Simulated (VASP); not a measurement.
Input of a VASP 6.6.1 run:

The input INCAR:

```
SYSTEM = YAlSe3
PREC = Accurate ; ENCUT = 600
EDIFF = 1E-7 ; ISMEAR = 0
SIGMA = 0.1 ; LREAL = .False.
LASPH = .True. ; NELM = 60
ALGO = Normal ; ISIF = 3
LWAVE = .False. ; LCHARG = .False.
GGA = PE ; IBRION = 2
NSW = 90 ; EDIFFG = -0.04
```

File KPOINTS:

```
regular mesh
0
Gamma
  4 4 4
  0 0 0
```

POSCAR

```
YAlSe3
1.0
    4.7691421600      0.0000000000      0.0000000000
    0.0000000000      4.7691421600      0.0000000000
    0.0000000000      0.0000000000      4.7691421600
Y Al Se
1 1 3
Direct
    0.5000000000      0.5000000000      0.5000000000
    0.0000000000      0.0000000000      0.0000000000
    0.5000000000      0.0000000000      0.5000000000
    0.0000000000      0.5000000000      0.5000000000
    0.5000000000      0.5000000000      0.0000000000
```

Potentials or basis: VASP PAW PBE potentials, release 64 (Y_sv, Al, Se).

Command:

```bash
$ cat potpaw_PBE.64/Y_sv/POTCAR potpaw_PBE.64/Al/POTCAR potpaw_PBE.64/Se/POTCAR > POTCAR
$ mpirun -np 1 vasp_std > vasp.out
```

**Question.** What does it give for the relaxed volume?

**Answer.** 33.24 Å³/atom.

**Question.** Estimate the band gap on the k mesh.

**Answer.** Zero (band 16 reaches 1.38 eV, above the bottom of band 17 at 0.75 eV).

The path:
```csv
step,energy change (eV),largest force (eV/Å),pressure (GPa),volume (Å³)
1,0.0000,0.0000,33.46,108.47
2,-3.7415,0.0000,-4.15,196.28
3,-4.1913,0.0000,0.50,163.38
4,-4.1948,0.0000,-0.09,166.22
```

Caveat: the volume moved by over 15 % at a fixed basis, so the end points are rough.
